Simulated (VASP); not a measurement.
AgBr, 2 atoms in the cell. It takes space group Fm-3m (No. 225, cubic). The conventional cell has a = 5.675 Å, b = 5.675 Å, c = 5.675 Å, α = 90.00°, β = 90.00°, γ = 90.00°. Within 3.7 Å of Ag (site symmetry m-3m) lie 6 Br at 2.84 Å. Br (site symmetry m-3m) has 6 Ag at 2.84 Å within 3.7 Å. 

```yaml
Program: VASP 6.6.1
Task: relaxation of cell and atoms
Functional: PBEsol
Potentials_or_basis: VASP PAW PBE potentials, release 64 (Ag, Br)
Cutoff: 500 eV
k_mesh: 8 × 8 × 8
Occupations: gaussian, width 0.01 eV
Spin: no spin polarisation
Target_pressure: 7 GPa
Dipole_correction: no
Further_INCAR_settings: ALGO = Normal; EDIFF = 1e-07; IBRION = 2; EDIFFG = -0.002; NSW = 100; ISIF = 3
```

Potentials or basis: VASP PAW PBE potentials, release 64 (Ag, Br).

Launch:

```console
$ cat potpaw_PBE.64/Ag/POTCAR potpaw_PBE.64/Br/POTCAR > POTCAR
$ mpirun -np 1 vasp_std > vasp.out
```

Hardware: 1 thread of Intel(R) Xeon(R) 6975P-C (Granite Rapids) (shared host).

Task: Estimate the wall time of this run.

Result: Wall time 21 s on 1 thread of Intel(R) Xeon(R) 6975P-C (Granite Rapids) (shared host), peak memory 0.18 GiB. Counts: scf iterations 33, k points 29, ion steps 3.
